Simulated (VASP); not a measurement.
A run of VASP 6.6.1 is set up as follows.

File INCAR:

```
PREC = Accurate ; ENCUT = 500
EDIFF = 1E-6 ; ISMEAR = 1
SIGMA = 0.05 ; LREAL = F
LASPH = T ; NELM = 120
ALGO = Normal ; ISIF = 2
LWAVE = F ; LCHARG = T
GGA = PS ; LELF = T
LVHAR = T ; NBANDS = 12
GGA_COMPAT = F
```

The input KPOINTS:

```
Automatic mesh
0
Gamma
  11 11 11
```

The input POSCAR:

```
Nb
1.0
   -1.6563047490      1.6563047490      1.6563047490
    1.6563047490     -1.6563047490      1.6563047490
    1.6563047490      1.6563047490     -1.6563047490
Nb
1
Direct
    0.0000000000      0.0000000000      0.0000000000
```

Potentials or basis: VASP PAW PBE potentials, release 64 (Nb_sv).

Launch:

```console
$ cat potpaw_PBE.64/Nb_sv/POTCAR > POTCAR
$ mpirun -np 1 vasp_std > vasp.out
```

(1) What does it give for the pressure?

## Answers

(1) -5.6 GPa.

Caveat: the PAW data sets were made with another functional, which shifts forces and pressure a little.
